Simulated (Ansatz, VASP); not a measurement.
This is a calculation of ZnS for VASP 6.6.1.

POSCAR

```
ZnS
1.0
    0.0000000000      2.6468416657      2.6468416657
    2.6468416657      0.0000000000      2.6468416657
    2.6468416657      2.6468416657      0.0000000000
Zn S
1 1
Direct
    0.7500000000      0.7500000000      0.7500000000
    0.0000000000      0.0000000000      0.0000000000
```

The input INCAR.step1:

```
ALGO = Normal
EDIFF = 1E-5
ENCUT = 520
GGA = PE
ISIF = 2
ISMEAR = -1
LASPH = True
LCHARG = False
LREAL = False
LWAVE = True
NBANDS = 16
NELM = 60
PREC = Accurate
SIGMA = 0.05
```

Contents of INCAR.step2:

```
AEXX = 0.25
ALGO = Normal
EDIFF = 1E-7
ENCUT = 520
ISIF = 2
ISMEAR = -1
ISTART = 1
LASPH = True
LCHARG = False
LHFCALC = True
LMIXTAU = True
LREAL = False
LWAVE = False
METAGGA = R2SCAN
NBANDS = 16
NELM = 60
PREC = Accurate
PRECFOCK = Normal
SIGMA = 0.05
```

Contents of KPOINTS:

```
k-points
0
Gamma
  5 5 5
```

Potentials or basis: VASP PAW PBE potentials, release 64 (Zn, S).

Command:

```console
$ cat potpaw_PBE.64/Zn/POTCAR potpaw_PBE.64/S/POTCAR > POTCAR
$ cp INCAR.step1 INCAR
$ mpirun -np 1 vasp_std > vasp.out
$ cp INCAR.step2 INCAR
$ mpirun -np 1 vasp_std > vasp.out
```

Problem. Translate it to Ansatz 0.2.0. Potentials there: Ansatz PAW.

Solution. As run (the cutoff follows the program's own potentials):

Contents of input.yaml:

```yaml
crystal:
  lattice:
    - [0.0, 2.6468416657, 2.6468416657]
    - [2.6468416657, 0.0, 2.6468416657]
    - [2.6468416657, 2.6468416657, 0.0]
  atoms:
    - { symbol: Zn, position: [0.75, 0.75, 0.75] }
    - { symbol: S, position: [0.0, 0.0, 0.0] }
hamiltonian:
  xc: r2scan0
  pseudopotentials: { kind: paw }
kpoints:
  mp_grid: { grid: [5, 5, 5] }
scf:
  occupations: { method: fermi_dirac, width: 0.05 }
output:
  forces: true
  stress: true
  eigenvalues: true
```

Potentials or basis: Ansatz PAW.

Run with:

```bash
$ ansatz run input.yaml --threads 2 --pin off --max-ram 5632MiB --backend cpu --events-out ev --progress --plain --runs-dir out
```

Both were run:

|  | VASP | Ansatz | Ansatz less VASP |
| --- | --- | --- | --- |
| gap on the k mesh at the Fermi level (eV) | 4.70 | 4.67 | -0.024 |
| least direct gap on the mesh (eV) | 4.70 | 4.67 | -0.024 |
| pressure (GPa) | 5.0 | 5.2 | +0.17 |

VASP's potentials were made for PBE, not for r2SCAN0. With one functional, cell and mesh, what is left measures potentials, basis and numerics.

Noted on Ansatz's run: odd divisions of the mesh miss points on the zone boundary, where band edges often lie, so the gap on the mesh can be too wide.
